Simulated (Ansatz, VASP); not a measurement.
**One calculation of AgI, two programs**

```xyz
2
Lattice="0.0000 3.2886 3.2886 3.2886 0.0000 3.2886 3.2886 3.2886 0.0000" Properties=species:S:1:pos:R:3 pbc="T T T"
Ag    0.0000    0.0000    0.0000
I     1.6443    1.6443    1.6443
```

Alike in both runs: task single point; functional r2SCAN0; k mesh 4 × 4 × 4; no spin polarisation.

|  | VASP | Ansatz |
| --- | --- | --- |
| version | VASP 6.6.1 | Ansatz 0.2.0 |
| potentials or method | VASP PAW PBE potentials, release 64 (Ag, I) | plane waves, PAW |
| plane-wave cutoff (eV) | 440 | 500 |
| occupations | gaussian, width 0.01 eV | fixed |
| valence electrons in the cell | 18 | 36 |

```tsv
	VASP	Ansatz	Ansatz less VASP
gap on the k mesh at the Fermi level (eV)	3.44	3.46	+0.019
pressure (GPa)	0.0	0.2	+0.18
```

VASP's potentials were made for PBE, not for r2SCAN0. VASP's potentials hold 18 valence electrons a cell and Ansatz's 36, so a difference there can come from the potentials and not from the codes. Ansatz's warnings: stress exchange threshold loose, stress scf threshold loose.

Spin-orbit coupling is off throughout.
